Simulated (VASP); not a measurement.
Here is a VASP 6.6.1 calculation.

File INCAR:

```
SYSTEM = Mg3BiSb
PREC = Accurate
ENCUT = 520
EDIFF = 1E-7
ISMEAR = 0
SIGMA = 0.01
LREAL = .False.
LASPH = .True.
NELM = 60
ALGO = Fast
ISIF = 2
LWAVE = .False.
LCHARG = .True.
GGA = PE
LELF = .True.
LVHAR = .True.
NBANDS = 21
```

File KPOINTS:

```
Automatic mesh
0
Gamma
  12 12 6
  0 0 0
```

POSCAR

```
Mg3BiSb
1.0
    4.6503994756      0.0000000000      0.0000000000
   -2.3251997378      4.0273640836      0.0000000000
    0.0000000000      0.0000000000      7.3619965151
Mg Sb Bi
3 1 1
Direct
    0.0000000000      0.0000000000      0.0054898020
    0.3333333333      0.6666666667      0.3653210508
    0.6666666667      0.3333333333      0.6249316647
    0.6666666667      0.3333333333      0.2251444293
    0.3333333333      0.6666666667      0.7791130533
```

Potentials or basis: VASP PAW PBE potentials, release 64 (Mg, Sb, Bi_d).

The run is started by

```console
$ cat potpaw_PBE.64/Mg/POTCAR potpaw_PBE.64/Sb/POTCAR potpaw_PBE.64/Bi_d/POTCAR > POTCAR
$ mpirun -np 1 vasp_std > vasp.out
```

Problem. Predict the largest force.

Solution. 0.018 eV/Å.

Problem. Estimate the band gap on the k mesh.

Solution. Zero (bands 13 and 14 overlap by 0.02 eV).

Problem. Predict the pressure.

Solution. 0.0 GPa.

Forces on the atoms (eV/Å):
```
Mg   0.000  0.000 -0.004
Mg   0.000  0.000  0.014
Mg   0.000  0.000  0.013
Sb   0.000  0.000 -0.018
Bi   0.000  0.000 -0.006
```

Caveat: spin-orbit coupling is left out, which moves the levels of the heavy elements.
